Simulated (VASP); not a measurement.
Input of a VASP 6.6.1 run:

File INCAR:

```
SYSTEM = Ni
PREC = Accurate
ENCUT = 520
EDIFF = 1E-7
ISMEAR = 0
SIGMA = 0.15
LREAL = .False.
LASPH = .True.
NELM = 150
ALGO = Normal
ISIF = 2
LWAVE = .False.
LCHARG = .False.
ISPIN = 2
MAGMOM = 0.81
LORBIT = 11
LMAXMIX = 4
GGA = PS
NBANDS = 15
```

Contents of KPOINTS:

```
Automatic mesh
0
Gamma
  22 22 22
  0 0 0
```

File POSCAR:

```
Ni
1.0
    0.0000000000      1.7679500000      1.7679500000
    1.7679500000      0.0000000000      1.7679500000
    1.7679500000      1.7679500000      0.0000000000
Ni
1
Direct
    0.0000000000      0.0000000000      0.0000000000
```

Potentials or basis: VASP PAW PBE potentials, release 64 (Ni).

The run is started by

```sh
$ cat potpaw_PBE.64/Ni/POTCAR > POTCAR
$ mpirun -np 1 vasp_std > vasp.out
```

**Question.** What does it give for the pressure?

**Answer.** -12.1 GPa.

**Question.** What does it give for the site moments?

**Answer.** Ni +0.65 μB.

**Question.** What does it give for the net moment?

**Answer.** 0.64 μB per cell.

Caveat: the PAW data sets were made with another functional, which shifts forces and pressure a little.
